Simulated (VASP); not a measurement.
# Bi (P-1) in VASP: single point with PBE

Aim: the single point of Bi with PBE.

Program: VASP 6.6.1. These are calculated values, not measurements. Logs are shortened: lines on timing, memory, paths and dates and some standing lists are left out, and cuts for length are marked.

### Step 1. The cell of the first run

The typed cell holds 2 atoms: a = 4.602 Å, b = 4.804 Å, c = 4.834 Å, α = 57.36°, β = 56.48°, γ = 57.78°.

### Step 2. Single point, PBE (equal xy, yz and zx shear strains of -4 %)

INCAR

```
ALGO = Normal ; EDIFF = 1E-7
ENCUT = 520 ; GGA = PE
ISIF = 2 ; ISMEAR = -1
LASPH = T ; LCHARG = T
LELF = T ; LREAL = F
LVHAR = T ; LWAVE = F
NBANDS = 22 ; NELM = 100
PREC = Accurate ; SIGMA = 0.03
```

KPOINTS

```
k-points
0
Gamma
  10 10 10
```

POSCAR

```
Bi
1.0
    2.1676733389      1.1877769826      3.8822936669
   -2.3783260179      1.2786969698      3.9732136540
   -0.0265873210     -2.7037139523      4.0064926790
Bi
2
Direct
    0.2338900000      0.2338900000      0.2338900000
    0.7661100000      0.7661100000      0.7661100000
```

Potentials or basis: VASP PAW PBE potentials, release 64 (Bi_d).

The run is started by

```console
> cat potpaw_PBE.64/Bi_d/POTCAR > POTCAR
> mpirun -np 1 vasp_std > vasp.out
```

OUTCAR:

```text
EDIFF = 1E-7
   ENCUT = 520
   GGA = PE
   ISIF = 2
   ISMEAR = -1
   LASPH = T
   LREAL = F
   NELM = 100
   PREC = Accurate

 ion  position               nearest neighbor table
   1  0.234  0.234  0.234-   2 3.02   2 3.09   2 3.11   2 3.46   2 3.54   2 3.59
   2  0.766  0.766  0.766-   1 3.02   1 3.09   1 3.11   1 3.46   1 3.54   1 3.59

  LATTYP: Found a triclinic cell.
 ALAT       =     8.2363137129
 B/A-ratio  =     0.5832644683
 C/A-ratio  =     2.2278449490
 COS(alpha) =     0.0029752784
 COS(beta)  =     0.4652216037
 COS(gamma) =     0.8812048009

  Lattice vectors:

 A1 = (   0.2106526790,  -2.4664739524,  -7.8555073209)
 A2 = (   2.3783260179,  -1.2786969698,  -3.9732136540)
 A3 = ( -15.6216060513,  -6.0852049257,  -7.4585483475)

Analysis of symmetry for initial positions (statically):
=====================================================================
 Subroutine PRICEL returns:
 Original cell was already a primitive cell.

 Routine SETGRP: Setting up the symmetry group for a
 triclinic supercell.

 Subroutine GETGRP returns: Found  2 space group operations
 (whereof  2 operations were pure point group operations)
 out of a pool of  2 trial point group operations.

The static configuration has the point symmetry S_2 .

Analysis of symmetry for dynamics (positions and initial velocities):
=====================================================================
 Subroutine PRICEL returns:
 Original cell was already a primitive cell.

 Routine SETGRP: Setting up the symmetry group for a
 triclinic supercell.

 Subroutine GETGRP returns: Found  2 space group operations
 (whereof  2 operations were pure point group operations)
 out of a pool of  2 trial point group operations.

The dynamic configuration has the point symmetry S_2 .

 Subroutine INISYM returns: Found  2 space group operations
 (whereof  2 operations are pure point group operations),
 and found     1 'primitive' translations

----------------------------------------------------------------------------------------

                                     Primitive cell

  volume of cell :      70.6802

  direct lattice vectors                    reciprocal lattice vectors
     2.167673339  1.187776983  3.882293667     0.224469214  0.133320393  0.091458608
    -2.378326018  1.278696970  3.973213654    -0.215837488  0.124334542  0.082472757
    -0.026587321 -2.703713952  4.006492679    -0.003466112 -0.252489322  0.079183707

  length of vectors
     4.602371778  4.803949139  4.833503865     0.276632305  0.262386462  0.264637358

  position of ions in fractional coordinates (direct lattice)
     0.233890000  0.233890000  0.233890000
     0.766110000  0.766110000  0.766110000

  ion indices of the primitive-cell ions
   primitive index   ion index
                 1           1
                 2           2

----------------------------------------------------------------------------------------

 KPOINTS: k-points

Automatic generation of k-mesh.
 Grid dimensions read from file:
 generate k-points for:   10   10   10

 Generating k-lattice:

  Cartesian coordinates                     Fractional coordinates (reciprocal lattice)
     0.022446921  0.013332039  0.009145861     0.100000000 -0.000000000  0.000000000
    -0.021583749  0.012433454  0.008247276     0.000000000  0.100000000 -0.000000000
    -0.000346611 -0.025248932  0.007918371    -0.000000000 -0.000000000  0.100000000

  Length of vectors
     0.027663231  0.026238646  0.026463736

  Shift w.r.t. Gamma in fractional coordinates (k-lattice)
     0.000000000  0.000000000  0.000000000

 Subroutine IBZKPT returns following result:
 ===========================================

 Found    504 irreducible k-points:

 Following reciprocal coordinates:
            Coordinates               Weight
  0.000000  0.000000  0.000000      1.000000
  0.100000 -0.000000  0.000000      2.000000
  0.200000 -0.000000  0.000000      2.000000
  0.300000 -0.000000 -0.000000      2.000000
  0.400000 -0.000000 -0.000000      2.000000
  0.500000 -0.000000  0.000000      1.000000
[... 16 lines left out ...]
 -0.400000  0.200000  0.000000      2.000000
 -0.300000  0.200000  0.000000      2.000000
 [... further k-points ...]
   k-points           NKPTS =    504   k-points in BZ     NKDIM =    504   number of bands    NBANDS=     22
   number of dos      NEDOS =    301   number of ions     NIONS =      2
   total plane-waves  NPLWV =  46656
   dimension x,y,z NGX =    36 NGY =   36 NGZ =   36
   dimension x,y,z NGXF=    72 NGYF=   72 NGZF=   72
   ions per type =               2
   NGX,Y,Z   is equivalent  to a cutoff of  13.00, 12.46, 12.38 a.u.
   NGXF,Y,Z  is equivalent  to a cutoff of  26.01, 24.92, 24.76 a.u.
 SYSTEM =  unknown system
   PREC   = accura    normal or accurate (medium, high low for compatibility)
   ISTART =      0    job   : 0-new  1-cont  2-samecut
   ICHARG =      2    charge: 1-file 2-atom 10-const
   ISPIN  =      1    spin polarized calculation?
   LNONCOLLINEAR =      F non collinear calculations
   LSORBIT =      F    spin-orbit coupling
   LASPH  =      T    aspherical Exc in radial PAW
   ENCUT  =  520.0 eV  38.22 Ry    6.18 a.u.   8.56  8.93  8.99*2*pi/ulx,y,z
   NELM   =    100;   NELMIN=  2; NELMDL= -5     # of ELM steps
   EDIFF  = 0.1E-06   stopping-criterion for ELM
   LREAL  =      F    real-space projection
   EDIFFG = 0.1E-05   stopping-criterion for IOM
   NSW    =      0    number of steps for IOM
   IBRION =     -1    ionic relax: 0-MD 1-quasi-New 2-CG
   NFREE  =      0    steps in history (QN), initial steepest desc. (CG)
   ISIF   =      2    stress and relaxation
   ISYM   =      2    0-nonsym 1-usesym 2-fastsym
   POTIM  = 0.5000    time-step for ionic-motion
   TEBEG  =    0.0;   TEEND  =   0.0 temperature during run
   PSTRESS=    0.0 pullay stress
   NELECT =      30.0000    total number of electrons
   NUPDOWN=      -1.0000    fix difference up-down
   EMIN   =  10.00;   EMAX   =-10.00  energy-range for DOS
   EFERMI =   0.00;   METHOD = LEGACY
   ISMEAR =    -1;   SIGMA  =   0.03  broadening in eV -4-tet -1-fermi 0-gaus
   EFERMI_NEDOS =   21; number of points for ismear=-14 and -15
   IALGO  =     38    algorithm
   IMIX   =      4    mixing-type and parameters
     AMIX     =   0.40;   BMIX     =  1.00
     AMIX_MAG =   1.60;   BMIX_MAG =  1.00
  volume/ion in A,a.u.               =      35.34       238.49
  Fermi-wavevector in a.u.,A,eV,Ry     =   1.230314  2.324957 20.594773  1.513673
  Thomas-Fermi vector in A             =   2.365168
   LORBIT       =      0    0 simple, 1 ext, 2 COOP (PROOUT), +10 PAW based schemes
   GGA     = PE    functional components
   LHFCALC =     F    Hartree Fock is set to
   AEXX    =    0.0000 exact exchange contribution
   IVDW    =     0    specifies the selected vdW correction
   LEPSILON=     F    determine dielectric tensor
   LRPA    =     F    only Hartree local field effects (RPA)
 non-spin polarized calculation
  energy-cutoff  :      520.00
  volume of cell :       70.68
 maximum number of plane-waves:      1923
 NGX is ok and might be reduce to    36
   NGX = 17   NGY = 17   NGZ = 17

 number of electron      30.0000001 magnetization

 Free energy of the ion-electron system (eV)
  ---------------------------------------------------
  ext. energy  EPLUGINS =         0.00000000
  ---------------------------------------------------
  free energy    TOTEN  =        -7.73463989 eV

  energy without entropy =       -7.73388669  energy(sigma->0) =       -7.73426329

 E-fermi :   6.2785     XC(G=0):  -9.5099

 val. band max:        6.2783465910   @ k =  -0.4000   0.4000   0.5000
 cond. band min:       6.2852110609   @ k =   0.1000   0.4000   0.1000
 fundamental gap:      0.0068644699
 Fermi energy:         6.2784786815

 k-point     1 :       0.0000    0.0000    0.0000
  band No.  band energies     occupation
      1     -16.6544      2.00000
      2     -16.6180      2.00000
      3     -16.4926      2.00000
      4     -16.4854      2.00000
      5     -16.4663      2.00000
      6     -16.3093      2.00000
[... 14 lines left out ...]
     21      12.3122      0.00000
     22      12.4911      0.00000

 k-point     2 :       0.1000   -0.0000    0.0000
  band No.  band energies     occupation
      1     -16.6462      2.00000
      2     -16.6096      2.00000
      3     -16.4873      2.00000
      4     -16.4820      2.00000
      5     -16.4614      2.00000
      6     -16.3136      2.00000
[... 14 lines left out ...]
     21      11.9619      0.00000
     22      13.1640      0.00000

 k-point     3 :       0.2000   -0.0000    0.0000
  band No.  band energies     occupation
      1     -16.6232      2.00000
      2     -16.5849      2.00000
      3     -16.4758      2.00000
      4     -16.4690      2.00000
      5     -16.4474      2.00000
      6     -16.3269      2.00000
[... 14 lines left out ...]
     21      12.4129      0.00000
     22      14.8268      0.00000

 k-point     4 :       0.3000   -0.0000   -0.0000
  band No.  band energies     occupation
      1     -16.5905      2.00000
      2     -16.5462      2.00000
      3     -16.4640      2.00000
      4     -16.4455      2.00000
      5     -16.4258      2.00000
      6     -16.3498      2.00000
[... 14 lines left out ...]
     21      13.3080      0.00000
     22      16.5782      0.00000

 k-point     5 :       0.4000   -0.0000   -0.0000
  band No.  band energies     occupation
      1     -16.5586      2.00000
      2     -16.4976      2.00000
      3     -16.4532      2.00000
      4     -16.4191      2.00000
      5     -16.4038      2.00000
      6     -16.3789      2.00000
[... 417 lines left out ...]
 k-point    22 :       0.5000    0.2000    0.0000
  band No.  band energies     occupation
      1     -16.5705      2.00000
      2     -16.4904      2.00000
      3     -16.4426      2.00000
      4     -16.4335      2.00000
      5     -16.3993      2.00000
      6     -16.3720      2.00000
[... 14 lines left out ...]
     21      15.6050      0.00000
     22      16.1829      0.00000

 k-point    23 :      -0.4000    0.2000    0.0000
  band No.  band energies     occupation
      1     -16.5797      2.00000
      2     -16.4607      2.00000
      3     -16.4467      2.00000
      4     -16.4208      2.00000
      5     -16.4045      2.00000
      6     -16.3924      2.00000
[... 14 lines left out ...]
     21      14.2157      0.00000
     22      17.2218      0.00000

 k-point    24 :      -0.3000    0.2000    0.0000
  band No.  band energies     occupation
      1     -16.6020      2.00000
      2     -16.4672      2.00000
      3     -16.4495      2.00000
      4     -16.4318      2.00000
      5     -16.4156      2.00000
      6     -16.3714      2.00000
[... 14 lines left out ...]
     21      14.8117      0.00000
     22      16.3586      0.00000

 [... further k-points ...]
[... 5 lines left out ...]
  --------------------------------------------------------------------------------------
  -------------------------------------------------------------------------------------
  Total        0.3289009      1.2582119      0.8515197      0.1001445      0.8374210      0.3578653
  in kB        7.4555207     28.5211314     19.3022384      2.2700744     18.9826480      8.1120863
  external PRESSURE =      18.4262968 kB  Pullay stress =       0.0000000 kB

 VOLUME and BASIS-vectors are now :
 -----------------------------------------------------------------------------
  energy-cutoff  :      520.00
  volume of cell :       70.68
      direct lattice vectors                 reciprocal lattice vectors
     2.167673339  1.187776983  3.882293667     0.224469214  0.133320393  0.091458608
    -2.378326018  1.278696970  3.973213654    -0.215837488  0.124334542  0.082472757
    -0.026587321 -2.703713952  4.006492679    -0.003466112 -0.252489322  0.079183707

 POSITION                                       TOTAL-FORCE (eV/Angst)
 -----------------------------------------------------------------------------------
     -0.05549     -0.05549      2.77440         0.108811      0.252166      0.193136
     -0.18175     -0.18175      9.08760        -0.108811     -0.252166     -0.193136
 -----------------------------------------------------------------------------------
    total drift:                                0.000000     -0.000000      0.000000

  FREE ENERGIE OF THE ION-ELECTRON SYSTEM (eV)
  ---------------------------------------------------
  free  energy   TOTEN  =        -7.7346398872 eV

  energy  without entropy=       -7.7338866917  energy(sigma->0) =       -7.73426329
```

It took 4.9 min on 1 thread of Intel Xeon Platinum 8488C (Sapphire Rapids), shared host; peak memory 0.67 GiB.

What came out:

| Property | Result |
| --- | --- |
| Free energy | -7.7346 eV |
| Pressure | 1.8 GPa |
| Largest force | 0.336 eV/Å |
| Band gap on the k mesh | zero (bands 15 and 16 overlap by 0.44 eV) |

Forces in eV/Å, atoms in the order of the input:
```
Bi   0.109  0.252  0.193
Bi  -0.109 -0.252 -0.193
```

Stress tensor (GPa, compression positive):
```
0.75 0.23 0.81
0.23 2.85 1.90
0.81 1.90 1.93
```

Caveat: the cell differs from its parent crystal (equal xy, yz and zx shear strains of -4 %); spin-orbit coupling is left out, which moves the levels of the heavy elements.
